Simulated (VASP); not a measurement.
# AlN in VASP: a series of runs, part 3 of 3

VASP 6.6.1. The steps go on from the part before.

## (6) Single point, PBE (epitaxial 111 strain -1.0%)

INCAR

```
SYSTEM = AlN
PREC = Accurate
ENCUT = 520
EDIFF = 1E-6
ISMEAR = 0
SIGMA = 0.01
LREAL = .FALSE.
LASPH = .TRUE.
NELM = 100
ALGO = Normal
ISIF = 2
LWAVE = .FALSE.
LCHARG = .TRUE.
GGA = PE
LELF = .TRUE.
LVHAR = .TRUE.
NBANDS = 11
```

KPOINTS

```
regular mesh
0
G
  6 6 6
  0 0 0
```

POSCAR

```
AlN
1.0
    0.0153903006      2.0140700682      2.0140700682
    2.0140700682      0.0153903006      2.0140700682
    2.0140700682      2.0140700682      0.0153903006
Al N
1 1
Direct
    0.0000000000      0.0000000000      0.0000000000
    0.5000000000      0.5000000000      0.5000000000
```

Potentials or basis: VASP PAW PBE potentials, release 64 (Al, N).

On the command line:

```sh
cat potpaw_PBE.64/Al/POTCAR potpaw_PBE.64/N/POTCAR > POTCAR
mpirun -np 1 vasp_std > vasp.out
```

OUTCAR:

```text
SYSTEM = AlN
   PREC = Accurate
   ENCUT = 520
   EDIFF = 1E-6
   ISMEAR = 0
   LREAL = .FALSE.
   LASPH = .TRUE.
   NELM = 100
   ISIF = 2
   GGA = PE

 ion  position               nearest neighbor table
   1  0.000  0.000  0.000-   2 2.01   2 2.01   2 2.01   2 2.01   2 2.01   2 2.01
   2  0.500  0.500  0.500-   1 2.01   1 2.01   1 2.01   1 2.01   1 2.01   1 2.01

  LATTYP: Found a trigonal (rhomboedric) cell.
 ALAT       =     2.8483667848
 COS(alpha) =     0.5076265725

  Lattice vectors:

 A1 = (   0.0153903006,   2.0140700682,   2.0140700682)
 A2 = (   2.0140700682,   0.0153903006,   2.0140700682)
 A3 = (   2.0140700682,   2.0140700682,   0.0153903006)

Analysis of symmetry for initial positions (statically):
=====================================================================
 Subroutine PRICEL returns:
 Original cell was already a primitive cell.

 Routine SETGRP: Setting up the symmetry group for a
 trigonal (rhombohedral) supercell.

 Subroutine GETGRP returns: Found 12 space group operations
 (whereof 12 operations were pure point group operations)
 out of a pool of 12 trial point group operations.

The static configuration has the point symmetry D_3d.

Analysis of symmetry for dynamics (positions and initial velocities):
=====================================================================
 Subroutine PRICEL returns:
 Original cell was already a primitive cell.

 Routine SETGRP: Setting up the symmetry group for a
 trigonal (rhombohedral) supercell.

 Subroutine GETGRP returns: Found 12 space group operations
 (whereof 12 operations were pure point group operations)
 out of a pool of 12 trial point group operations.

The dynamic configuration has the point symmetry D_3d.

 Subroutine INISYM returns: Found 12 space group operations
 (whereof 12 operations are pure point group operations),
 and found     1 'primitive' translations

----------------------------------------------------------------------------------------

                                     Primitive cell

  volume of cell :      16.1528

  direct lattice vectors                    reciprocal lattice vectors
     0.015390301  2.014070068  2.014070068    -0.251117305  0.249212971  0.249212971
     2.014070068  0.015390301  2.014070068     0.249212971 -0.251117305  0.249212971
     2.014070068  2.014070068  0.015390301     0.249212971  0.249212971 -0.251117305

  length of vectors
     2.848366785  2.848366785  2.848366785     0.432751789  0.432751789  0.432751789

  position of ions in fractional coordinates (direct lattice)
     0.000000000  0.000000000  0.000000000
     0.500000000  0.500000000  0.500000000

  ion indices of the primitive-cell ions
   primitive index   ion index
                 1           1
                 2           2

----------------------------------------------------------------------------------------

 KPOINTS: regular mesh

Automatic generation of k-mesh.
 Grid dimensions read from file:
 generate k-points for:    6    6    6

 Generating k-lattice:

  Cartesian coordinates                     Fractional coordinates (reciprocal lattice)
    -0.041852884  0.041535495  0.041535495     0.166666667 -0.000000000 -0.000000000
     0.041535495 -0.041852884  0.041535495    -0.000000000  0.166666667 -0.000000000
     0.041535495  0.041535495 -0.041852884    -0.000000000 -0.000000000  0.166666667

  Length of vectors
     0.072125298  0.072125298  0.072125298

  Shift w.r.t. Gamma in fractional coordinates (k-lattice)
     0.000000000  0.000000000  0.000000000

 Subroutine IBZKPT returns following result:
 ===========================================

 Found     32 irreducible k-points:

 Following reciprocal coordinates:
            Coordinates               Weight
  0.000000  0.000000  0.000000      1.000000
  0.166667 -0.000000 -0.000000      6.000000
  0.333333  0.000000 -0.000000      6.000000
  0.500000  0.000000  0.000000      3.000000
  0.166667  0.166667 -0.000000      6.000000
  0.333333  0.166667 -0.000000     12.000000
[... 16 lines left out ...]
  0.500000  0.500000  0.166667      6.000000
 -0.333333  0.500000  0.166667     12.000000
 [... further k-points ...]
   k-points           NKPTS =     32   k-points in BZ     NKDIM =     32   number of bands    NBANDS=     11
   number of dos      NEDOS =    301   number of ions     NIONS =      2
   total plane-waves  NPLWV =  13824
   dimension x,y,z NGX =    24 NGY =   24 NGZ =   24
   dimension x,y,z NGXF=    48 NGYF=   48 NGZF=   48
   ions per type =               1   1
   NGX,Y,Z   is equivalent  to a cutoff of  14.01, 14.01, 14.01 a.u.
   NGXF,Y,Z  is equivalent  to a cutoff of  28.02, 28.02, 28.02 a.u.
 SYSTEM =  AlN
   PREC   = accura    normal or accurate (medium, high low for compatibility)
   ISTART =      0    job   : 0-new  1-cont  2-samecut
   ICHARG =      2    charge: 1-file 2-atom 10-const
   ISPIN  =      1    spin polarized calculation?
   LNONCOLLINEAR =      F non collinear calculations
   LSORBIT =      F    spin-orbit coupling
   LASPH  =      T    aspherical Exc in radial PAW
   ENCUT  =  520.0 eV  38.22 Ry    6.18 a.u.   5.30  5.30  5.30*2*pi/ulx,y,z
   NELM   =    100;   NELMIN=  2; NELMDL= -5     # of ELM steps
   EDIFF  = 0.1E-05   stopping-criterion for ELM
   LREAL  =      F    real-space projection
   EDIFFG = 0.1E-04   stopping-criterion for IOM
   NSW    =      0    number of steps for IOM
   IBRION =     -1    ionic relax: 0-MD 1-quasi-New 2-CG
   NFREE  =      0    steps in history (QN), initial steepest desc. (CG)
   ISIF   =      2    stress and relaxation
   ISYM   =      2    0-nonsym 1-usesym 2-fastsym
   POTIM  = 0.5000    time-step for ionic-motion
   TEBEG  =    0.0;   TEEND  =   0.0 temperature during run
   PSTRESS=    0.0 pullay stress
   NELECT =       8.0000    total number of electrons
   NUPDOWN=      -1.0000    fix difference up-down
   EMIN   =  10.00;   EMAX   =-10.00  energy-range for DOS
   EFERMI =   0.00;   METHOD = LEGACY
   ISMEAR =     0;   SIGMA  =   0.01  broadening in eV -4-tet -1-fermi 0-gaus
   EFERMI_NEDOS =   21; number of points for ismear=-14 and -15
   IALGO  =     38    algorithm
   IMIX   =      4    mixing-type and parameters
     AMIX     =   0.40;   BMIX     =  1.00
     AMIX_MAG =   1.60;   BMIX_MAG =  1.00
  volume/ion in A,a.u.               =       8.08        54.50
  Fermi-wavevector in a.u.,A,eV,Ry     =   1.295256  2.447680 22.826350  1.677689
  Thomas-Fermi vector in A             =   2.426788
   LORBIT       =      0    0 simple, 1 ext, 2 COOP (PROOUT), +10 PAW based schemes
   GGA     = PE    functional components
   LHFCALC =     F    Hartree Fock is set to
   AEXX    =    0.0000 exact exchange contribution
   IVDW    =     0    specifies the selected vdW correction
   LEPSILON=     F    determine dielectric tensor
   LRPA    =     F    only Hartree local field effects (RPA)
 non-spin polarized calculation
 Gauss-broadening in eV      SIGMA  =   0.01
  energy-cutoff  :      520.00
  volume of cell :       16.15
 maximum number of plane-waves:       444
 NGX is ok and might be reduce to    24
   NGX = 11   NGY = 11   NGZ = 11

 number of electron       7.9999999 magnetization

 Free energy of the ion-electron system (eV)
  ---------------------------------------------------
  ext. energy  EPLUGINS =         0.00000000
  ---------------------------------------------------
  free energy    TOTEN  =       -14.51347210 eV

  energy without entropy =      -14.51347210  energy(sigma->0) =      -14.51347210

 E-fermi :  10.4749     XC(G=0): -12.3916

 val. band max:       10.3218427715   @ k =   0.0000   0.0000   0.0000
 cond. band min:      15.0549513839   @ k =   0.5000   0.5000   0.0000
 fundamental gap:      4.7331086124
 Fermi energy:        10.4748903797

 k-point     1 :       0.0000    0.0000    0.0000
  band No.  band energies     occupation
      1      -7.4964      2.00000
      2      10.1566      2.00000
      3      10.3218      2.00000
      4      10.3218      2.00000
      5      16.2688      0.00000
      6      22.2745      0.00000
      7      22.6220      0.00000
      8      22.6220      0.00000
      9      27.6937      0.00000
     10      28.2225      0.00000
     11      28.2225      0.00000
[... 309 lines left out ...]
 k-point    24 :      -0.3333    0.5000    0.1667
  band No.  band energies     occupation
      1      -3.0056      2.00000
      2       3.5053      2.00000
      3       5.6256      2.00000
      4       6.5471      2.00000
      5      17.4214      0.00000
      6      18.6413      0.00000
      7      23.1038      0.00000
      8      24.2377      0.00000
      9      28.6354      0.00000
     10      32.2012      0.00000
     11      35.5209      0.00000

 [... further k-points ...]
[... 5 lines left out ...]
  --------------------------------------------------------------------------------------
  -------------------------------------------------------------------------------------
  Total        1.1567362      1.1567362      1.1567362     -0.2535895     -0.2535895     -0.2535895
  in kB      114.7354869    114.7354869    114.7354869    -25.1532872    -25.1532872    -25.1532872
  external PRESSURE =     114.7354869 kB  Pullay stress =       0.0000000 kB

 VOLUME and BASIS-vectors are now :
 -----------------------------------------------------------------------------
  energy-cutoff  :      520.00
  volume of cell :       16.15
      direct lattice vectors                 reciprocal lattice vectors
     0.015390301  2.014070068  2.014070068    -0.251117305  0.249212971  0.249212971
     2.014070068  0.015390301  2.014070068     0.249212971 -0.251117305  0.249212971
     2.014070068  2.014070068  0.015390301     0.249212971  0.249212971 -0.251117305

 POSITION                                       TOTAL-FORCE (eV/Angst)
 -----------------------------------------------------------------------------------
      0.00000      0.00000      0.00000         0.000000     -0.000000      0.000000
      2.02177      2.02177      2.02177        -0.000000      0.000000     -0.000000
 -----------------------------------------------------------------------------------
    total drift:                               -0.000000     -0.000000      0.000000

  FREE ENERGIE OF THE ION-ELECTRON SYSTEM (eV)
  ---------------------------------------------------
  free  energy   TOTEN  =       -14.5134720967 eV

  energy  without entropy=      -14.5134720967  energy(sigma->0) =      -14.51347210
```

Wall time 3.5 s (1 thread of Intel Xeon 6975P-C, shared host); peak memory 0.13 GiB.

What came out:

| Item | Value |
| --- | --- |
| Free energy | -14.5135 eV |
| Pressure | 11.5 GPa |
| Band gap on the k mesh | 4.73 eV, indirect (least direct gap 5.95 eV) |

Caveat: the k points lie up to 0.45 Å⁻¹ apart; the cell differs from its parent crystal (epitaxial 111 strain -1.0%).

## (7) Summary

| cell | gap on the mesh (eV) | pressure (GPa) |
| --- | --- | --- |
| a = 2.855 Å, angles 60.0°, 2 atoms | 4.64 | 6.1 |
| a = 2.829 Å, angles 58.0°, 2 atoms | 4.49 | 30.6 |
| a = 2.835 Å, angles 58.5°, 2 atoms | 4.63 | 23.7 |
| a = 2.842 Å, angles 59.0°, 2 atoms | 4.72 | 17.3 |
| a = 2.848 Å, angles 59.5°, 2 atoms | 4.73 | 11.5 |

Alike in all rows: task single point; level PBE; potentials or basis VASP PAW PBE potentials, release 64 (Al, N); no spin polarisation; k mesh 6 × 6 × 6; cutoff (eV) 520; smearing gaussian 0.01 eV.

Caveats: all runs use coarse meshes.

Absolute energies hang on the potentials; compare differences alone.
